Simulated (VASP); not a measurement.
# CaC in VASP: notebook

The runs below take CaC through single point, relaxation of cell and atoms, with PBE.

Everything below comes from runs of VASP 6.6.1. Logs are shortened: lines on timing, memory, paths and dates and some standing lists are left out, and cuts for length are marked.

## 1. The cell of the first run

Symmetry: P4/mmm, No. 123, tetragonal system. Conventional cell: a = 3.174 Å, b = 3.174 Å, c = 2.998 Å, α = 90.00°, β = 90.00°, γ = 90.00°. Ca (site symmetry 4/mmm) has 8 C at 2.70 Å and 6 Ca at 3.00 to 3.17 Å within 3.6 Å. C (site symmetry 4/mmm) has 8 Ca at 2.70 Å and 6 C at 3.00 to 3.17 Å within 3.6 Å.

## 2. Single point, PBE

INCAR reads:

```
SYSTEM = CaC
PREC = Accurate
ENCUT = 520
EDIFF = 1E-6
ISMEAR = 0
SIGMA = 0.1
LREAL = .FALSE.
LASPH = .TRUE.
NELM = 80
ALGO = Normal
ISIF = 2
LWAVE = .FALSE.
LCHARG = .FALSE.
GGA = PE
NBANDS = 14
```

KPOINTS reads:

```
Automatic mesh
0
G
  6 6 6
  0 0 0
```

POSCAR reads:

```
CaC
1.0
    3.1744622217      0.0000000000      0.0000000000
    0.0000000000      3.1744622217      0.0000000000
    0.0000000000      0.0000000000      2.9982777783
Ca C
1 1
Direct
    0.5000000000      0.5000000000      0.5000000000
    0.0000000000      0.0000000000      0.0000000000
```

Potentials or basis: VASP PAW PBE potentials, release 64 (Ca_sv, C).

Launch:

```bash
$ cat potpaw_PBE.64/Ca_sv/POTCAR potpaw_PBE.64/C/POTCAR > POTCAR
$ mpirun -np 1 vasp_std > vasp.out
```

OUTCAR:

```text
SYSTEM = CaC
   PREC = Accurate
   ENCUT = 520
   EDIFF = 1E-6
   ISMEAR = 0
   LREAL = .FALSE.
   LASPH = .TRUE.
   NELM = 80
   ISIF = 2
   GGA = PE

 ion  position               nearest neighbor table
   1  0.500  0.500  0.500-
   2  0.000  0.000  0.000-

  LATTYP: Found a simple tetragonal cell.
 ALAT       =     3.1744622217
 C/A-ratio  =     0.9444994361

  Lattice vectors:

 A1 = (   3.1744622217,   0.0000000000,   0.0000000000)
 A2 = (   0.0000000000,   3.1744622217,   0.0000000000)
 A3 = (   0.0000000000,   0.0000000000,   2.9982777783)

Analysis of symmetry for initial positions (statically):
=====================================================================
 Subroutine PRICEL returns:
 Original cell was already a primitive cell.

 Routine SETGRP: Setting up the symmetry group for a
 simple tetragonal supercell.

 Subroutine GETGRP returns: Found 16 space group operations
 (whereof 16 operations were pure point group operations)
 out of a pool of 16 trial point group operations.

The static configuration has the point symmetry D_4h.

Analysis of symmetry for dynamics (positions and initial velocities):
=====================================================================
 Subroutine PRICEL returns:
 Original cell was already a primitive cell.

 Routine SETGRP: Setting up the symmetry group for a
 simple tetragonal supercell.

 Subroutine GETGRP returns: Found 16 space group operations
 (whereof 16 operations were pure point group operations)
 out of a pool of 16 trial point group operations.

The dynamic configuration has the point symmetry D_4h.

 Subroutine INISYM returns: Found 16 space group operations
 (whereof 16 operations are pure point group operations),
 and found     1 'primitive' translations

----------------------------------------------------------------------------------------

                                     Primitive cell

  volume of cell :      30.2143

  direct lattice vectors                    reciprocal lattice vectors
     3.174462222  0.000000000  0.000000000     0.315013987  0.000000000  0.000000000
     0.000000000  3.174462222  0.000000000     0.000000000  0.315013987  0.000000000
     0.000000000  0.000000000  2.998277778     0.000000000  0.000000000  0.333524801

  length of vectors
     3.174462222  3.174462222  2.998277778     0.315013987  0.315013987  0.333524801

  position of ions in fractional coordinates (direct lattice)
     0.500000000  0.500000000  0.500000000
[... 83 lines left out ...]
   NFREE  =      0    steps in history (QN), initial steepest desc. (CG)
   ISIF   =      2    stress and relaxation
   ISYM   =      2    0-nonsym 1-usesym 2-fastsym
   POTIM  = 0.5000    time-step for ionic-motion
   TEBEG  =    0.0;   TEEND  =   0.0 temperature during run
   PSTRESS=    0.0 pullay stress
   NELECT =      14.0000    total number of electrons
   NUPDOWN=      -1.0000    fix difference up-down
   EMIN   =  10.00;   EMAX   =-10.00  energy-range for DOS
   EFERMI =   0.00;   METHOD = LEGACY
   ISMEAR =     0;   SIGMA  =   0.10  broadening in eV -4-tet -1-fermi 0-gaus
   EFERMI_NEDOS =   21; number of points for ismear=-14 and -15
   IALGO  =     38    algorithm
   IMIX   =      4    mixing-type and parameters
     AMIX     =   0.40;   BMIX     =  1.00
     AMIX_MAG =   1.60;   BMIX_MAG =  1.00
  volume/ion in A,a.u.               =      15.11       101.95
  Fermi-wavevector in a.u.,A,eV,Ry     =   1.266816  2.393935 21.834930  1.604822
  Thomas-Fermi vector in A             =   2.399997
   LORBIT       =      0    0 simple, 1 ext, 2 COOP (PROOUT), +10 PAW based schemes
   GGA     = PE    functional components
   LHFCALC =     F    Hartree Fock is set to
   AEXX    =    0.0000 exact exchange contribution
   IVDW    =     0    specifies the selected vdW correction
   LEPSILON=     F    determine dielectric tensor
   LRPA    =     F    only Hartree local field effects (RPA)
 non-spin polarized calculation
 Gauss-broadening in eV      SIGMA  =   0.10
  energy-cutoff  :      520.00
  volume of cell :       30.21
 maximum number of plane-waves:       828
 NGX is ok and might be reduce to    24
   NGX = 11   NGY = 11   NGZ = 11

 number of electron      13.9999995 magnetization

 Free energy of the ion-electron system (eV)
  ---------------------------------------------------
  ext. energy  EPLUGINS =         0.00000000
  ---------------------------------------------------
  free energy    TOTEN  =        -8.94325776 eV

  energy without entropy =       -8.93815386  energy(sigma->0) =       -8.94070581

 E-fermi :   4.1081     XC(G=0): -10.5449

 val. band max:        4.1030019880   @ k =   0.1667   0.1667   0.1667
 cond. band min:       4.2297990245   @ k =   0.3333   0.0000   0.1667
 fundamental gap:      0.1267970365
 Fermi energy:         4.1081269700

 k-point     1 :       0.0000    0.0000    0.0000
  band No.  band energies     occupation
      1     -35.6491      2.00000
      2     -16.4094      2.00000
      3     -16.4094      2.00000
      4     -16.3098      2.00000
      5      -6.2631      2.00000
      6       5.1469      0.00000
      7       5.1469      0.00000
      8       5.7663      0.00000
      9       6.1349      0.00000
     10       6.2063      0.00000
     11      10.8961      0.00000
     12      10.9109      0.00000
     13      11.2641      0.00000
     14      11.2641      0.00000
[... 377 lines left out ...]
      1     -35.4959      2.00000
      2     -16.9155      2.00000
      3     -16.9105      2.00000
      4     -16.2766      2.00000
      5      -4.4255      2.00000
      6       2.0439      2.00000
      7       2.9416      2.00000
      8       5.3641      0.00000
      9       7.4864      0.00000
     10       9.5646      0.00000
     11       9.6574      0.00000
     12      10.2142      0.00000
     13      11.5951      0.00000
     14      15.0691      0.00000

 [... further k-points ...]
[... 5 lines left out ...]
  --------------------------------------------------------------------------------------
  -------------------------------------------------------------------------------------
  Total        0.0423917      0.0423917      0.0513522      0.0000000      0.0000000      0.0000000
  in kB        2.2479134      2.2479134      2.7230635      0.0000000      0.0000000      0.0000000
  external PRESSURE =       2.4062967 kB  Pullay stress =       0.0000000 kB

 VOLUME and BASIS-vectors are now :
 -----------------------------------------------------------------------------
  energy-cutoff  :      520.00
  volume of cell :       30.21
      direct lattice vectors                 reciprocal lattice vectors
     3.174462222  0.000000000  0.000000000     0.315013987  0.000000000  0.000000000
     0.000000000  3.174462222  0.000000000     0.000000000  0.315013987  0.000000000
     0.000000000  0.000000000  2.998277778     0.000000000  0.000000000  0.333524801

 POSITION                                       TOTAL-FORCE (eV/Angst)
 -----------------------------------------------------------------------------------
      1.58723      1.58723      1.49914         0.000000      0.000000      0.000000
      0.00000      0.00000      0.00000         0.000000      0.000000      0.000000
 -----------------------------------------------------------------------------------
    total drift:                                0.000000     -0.000000     -0.000000

  FREE ENERGIE OF THE ION-ELECTRON SYSTEM (eV)
  ---------------------------------------------------
  free  energy   TOTEN  =        -8.9432577632 eV

  energy  without entropy=       -8.9381538588  energy(sigma->0) =       -8.94070581
```

OSZICAR:

```text
N       E                     dE             d eps       ncg     rms          rms(c)
DAV:   1     0.889536860880E+02    0.88954E+02   -0.72865E+03  1120   0.989E+02
DAV:   2    -0.455927000300E+01   -0.93513E+02   -0.90569E+02  1306   0.257E+02
DAV:   3    -0.902620811661E+01   -0.44669E+01   -0.43886E+01  1872   0.472E+01
DAV:   4    -0.917197119612E+01   -0.14576E+00   -0.14566E+00  1266   0.602E+00
DAV:   5    -0.917319190858E+01   -0.12207E-02   -0.12207E-02  1546   0.556E-01    0.400E+00
DAV:   6    -0.895933318264E+01    0.21386E+00   -0.27473E-01  1352   0.358E+00    0.193E+00
DAV:   7    -0.894535311220E+01    0.13980E-01   -0.66757E-02  1514   0.184E+00    0.857E-01
DAV:   8    -0.894328672348E+01    0.20664E-02   -0.13608E-02  1368   0.894E-01    0.995E-02
DAV:   9    -0.894320139183E+01    0.85332E-04   -0.10291E-03  1518   0.287E-01    0.671E-02
DAV:  10    -0.894324573528E+01   -0.44343E-04   -0.16389E-04  1310   0.992E-02    0.168E-02
DAV:  11    -0.894325809715E+01   -0.12362E-04   -0.31656E-05  1370   0.468E-02    0.660E-03
DAV:  12    -0.894325776324E+01    0.33391E-06   -0.46931E-07  1014   0.542E-03
   1 F= -.89432578E+01 E0= -.89407058E+01  d E =-.510390E-02
```

Run time: 17 s. Hardware: 1 thread of Oxide Virtual Turin-like, shared host; peak memory 0.11 GiB.

Results:

- Free energy: -8.9433 eV
- Pressure: 0.2 GPa
- Band gap on the k mesh: zero (band 7 reaches 5.15 eV, above the bottom of band 8 at 1.46 eV)

## 3. Single point, PBE

This run uses another cell than the first one, of 16.75 Å³/atom, 1.109 times its volume.

INCAR reads:

```
  PREC = Accurate
  ENCUT = 520
  EDIFF = 1E-7
  ISMEAR = 0
  SIGMA = 0.1
  LREAL = False
  LASPH = True
  NELM = 60
  ALGO = Normal
  ISIF = 2
  LWAVE = False
  LCHARG = False
  GGA = PE
  NBANDS = 14
```

KPOINTS reads:

```
regular mesh
0
Gamma
  6 6 6
```

POSCAR reads:

```
CaC
1.0
    3.2959444600      0.0000000000      0.0000000000
    0.0000000000      3.2959444600      0.0000000000
    0.0000000000      0.0000000000      3.0843551500
Ca C
1 1
Direct
    0.5000000000      0.5000000000      0.5000000000
    0.0000000000      0.0000000000      0.0000000000
```

Potentials or basis: VASP PAW PBE potentials, release 64 (Ca_sv, C).

Launch:

```bash
$ cat potpaw_PBE.64/Ca_sv/POTCAR potpaw_PBE.64/C/POTCAR > POTCAR
$ mpirun -np 1 vasp_std > vasp.out
```

It took 16 s on 1 thread of Oxide Virtual Turin-like, shared host; peak memory 0.12 GiB.

Results (log left out):

```
Free energy            : -8.8754 eV
Pressure               : -6.3 GPa
Band gap on the k mesh : zero (band 7 reaches 4.36 eV, above the bottom of band 8 at 1.17 eV)
```

Stress tensor (GPa, compression positive):
```
-6.57  0.00  0.00
 0.00 -6.57  0.00
 0.00  0.00 -5.77
```

Levels at points of the mesh, in eV from the Fermi level:
```csv
k point,band 3,band 4,band 5,band 6,band 7,band 8,band 9,band 10,band 11,band 12
"(0.00, 0.00, 0.00)",-20.89,-20.81,-10.06,0.87,0.87,1.53,2.05,2.08,5.53,6.28
"(0.50, 0.00, 0.00)",-20.85,-20.78,-8.72,-3.38,0.23,1.07,2.86,6.28,6.84,7.12
"(0.50, 0.50, 0.00)",-21.25,-20.74,-8.62,-1.59,-1.59,2.04,2.27,5.35,5.45,5.45
"(0.00, 0.00, 0.50)",-20.81,-20.81,-8.41,-3.37,0.41,0.41,3.20,6.64,6.80,6.80
"(0.50, 0.00, 0.50)",-21.20,-20.78,-8.30,-1.70,-1.32,1.60,2.63,4.57,4.66,5.03
"(0.50, 0.50, 0.50)",-21.13,-21.13,-7.29,-2.44,-2.32,-2.32,7.37,7.37,7.56,7.57
```

## 4. Relaxation of cell and atoms, PBE

This run uses another cell than the first one, of 16.75 Å³/atom, 1.109 times its volume.

INCAR reads:

```
SYSTEM = CaC
ALGO = Normal
EDIFF = 1E-7
EDIFFG = -0.04
ENCUT = 600
GGA = PE
IBRION = 2
ISIF = 3
ISMEAR = 0
LASPH = .TRUE.
LCHARG = .FALSE.
LREAL = .FALSE.
LWAVE = .FALSE.
NELM = 100
NSW = 90
PREC = Accurate
SIGMA = 0.1
```

KPOINTS reads:

```
k-points
0
G
  6 6 6
  0 0 0
```

POSCAR is that of step 3.

Launch:

```bash
$ cat potpaw_PBE.64/Ca_sv/POTCAR potpaw_PBE.64/C/POTCAR > POTCAR
$ mpirun -np 1 vasp_std > vasp.out
```

It took 42 s on 1 thread of Oxide Virtual Turin-like, shared host; peak memory 0.15 GiB.

Results (log left out):

```
Free energy                            : -8.9453 eV
Relaxed volume                         : 15.14 Å³/atom
Relaxed cell                           : a = 3.182 Å, b = 3.182 Å, c = 2.991 Å, α = 90.00°, β = 90.00°, γ = 90.00°
Space group after relaxing (to 0.05 Å) : P4/mmm (No. 123)
Energy gained by relaxing              : 34.8 meV/atom
Ionic steps                            : 3
Pressure after relaxing                : 0.0 GPa
Band gap on the k mesh                 : zero (band 7 reaches 5.11 eV, above the bottom of band 8 at 1.46 eV)
```

Stress tensor (GPa, compression positive):
```
-0.14  0.00  0.00
 0.00 -0.14  0.00
 0.00  0.00  0.29
```

The path:
| step | energy change (eV) | largest force (eV/Å) | pressure (GPa) | volume (Å³) |
| --- | --- | --- | --- | --- |
| 1 | 0.0000 | 0.0000 | -6.32 | 33.51 |
| 2 | -0.0695 | 0.0000 | -0.29 | 30.40 |
| 3 | -0.0696 | 0.0000 | 0.00 | 30.29 |

Final structure:
```yaml
crystal:
  lattice:
    - [3.18214, 0.00000, 0.00000]
    - [0.00000, 3.18214, 0.00000]
    - [0.00000, 0.00000, 2.99082]
  atoms:
    - { symbol: Ca, position: [0.50000, 0.50000, 0.50000] }
    - { symbol: C, position: [0.00000, 0.00000, 0.00000] }
```

Levels at points of the mesh, in eV from the Fermi level:
| k point | band 5 | band 6 | band 7 | band 8 | band 9 | band 10 |
| --- | --- | --- | --- | --- | --- | --- |
| (0.00, 0.00, 0.00) | -10.38 | 1.00 | 1.00 | 1.67 | 2.00 | 2.08 |
| (0.50, 0.00, 0.00) | -8.77 | -3.60 | 0.21 | 1.08 | 2.95 | 6.82 |
| (0.50, 0.50, 0.00) | -8.81 | -1.62 | -1.62 | 2.22 | 2.47 | 5.75 |
| (0.00, 0.00, 0.50) | -8.45 | -3.63 | 0.39 | 0.39 | 3.28 | 7.15 |
| (0.50, 0.00, 0.50) | -8.46 | -1.77 | -1.36 | 1.75 | 2.78 | 4.93 |
| (0.50, 0.50, 0.50) | -7.22 | -2.78 | -2.66 | -2.66 | 8.07 | 8.07 |

## 5. Single point, PBE

This run uses another cell than the first one, of 15.18 Å³/atom, 1.005 times its volume.

INCAR reads:

```
SYSTEM = CaC
ALGO = Normal ; EDIFF = 1E-7
ENCUT = 520 ; GGA = PE
ISIF = 2 ; ISMEAR = 0
LASPH = .TRUE. ; LCHARG = .FALSE.
LREAL = .FALSE. ; LWAVE = .FALSE.
NBANDS = 14 ; NELM = 80
PREC = Accurate ; SIGMA = 0.1
```

KPOINTS reads:

```
k-points
0
G
  18 18 18
  0 0 0
```

POSCAR reads:

```
CaC
1.0
    3.1199365527      0.0000000000      0.0000000000
    0.0000000000      3.1199365527      0.0000000000
    0.0000000000      0.0000000000      3.1197737922
Ca C
1 1
Direct
    0.5000000000      0.5000000000      0.5000000000
    0.0000000000      0.0000000000      0.0000000000
```

Launch:

```bash
$ cat potpaw_PBE.64/Ca_sv/POTCAR potpaw_PBE.64/C/POTCAR > POTCAR
$ mpirun -np 1 vasp_std > vasp.out
```

Wall time 2.5 min (1 thread of Oxide Virtual Turin-like, shared host); peak memory 0.31 GiB.

It converged, with:

```
Free energy            : -8.9865 eV
Pressure               : 0.4 GPa
Band gap on the k mesh : zero (band 7 reaches 5.32 eV, above the bottom of band 8 at 1.41 eV)
```

Levels at points of the mesh, in eV from the Fermi level:
```csv
k point,band 5,band 6,band 7,band 8,band 9,band 10
"(0.00, 0.00, 0.00)",-10.31,1.27,1.27,1.27,2.10,2.10
"(0.50, 0.00, 0.00)",-8.60,-3.55,0.60,0.60,3.11,7.06
"(0.50, 0.50, 0.00)",-8.53,-1.53,-1.53,1.94,2.70,5.35
"(0.00, 0.00, 0.50)",-8.60,-3.55,0.60,0.60,3.11,7.06
"(0.50, 0.00, 0.50)",-8.53,-1.53,-1.53,1.94,2.70,5.35
"(0.50, 0.50, 0.50)",-7.18,-2.65,-2.65,-2.65,8.22,8.22
```

[end of part 1 of 2]
